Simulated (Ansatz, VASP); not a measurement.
## Ti: VASP beside Ansatz

```
CELL_PARAMETERS angstrom
3.00900 0.00000 0.00000
-1.50450 2.60587 0.00000
0.00000 0.00000 4.68600
ATOMIC_POSITIONS crystal
Ti 0.33333 0.66667 0.25000
Ti 0.66667 0.33333 0.75000
```

Change from the starting cell: equal xx and yy strain of +2 %.

Alike in both runs: task single point; functional PBE; k mesh 13 × 13 × 7; occupations fermi-dirac, width 0.08 eV; no spin polarisation.

|  | VASP | Ansatz |
| --- | --- | --- |
| version | VASP 6.6.1 | Ansatz 0.2.0 |
| potentials or method | VASP PAW PBE potentials, release 64 (Ti_sv), cutoff 520 eV | all-electron LAPW, scalar-relativistic |

|  | VASP | Ansatz | Ansatz less VASP |
| --- | --- | --- | --- |
| pressure (GPa) | -5.6 | -5.4 | +0.16 |
| traceless stress, the component that is largest in VASP (GPa) | 1.02 | 1.03 | +0.014 |

Ansatz ran all-electron here, and VASP with PAW potentials.
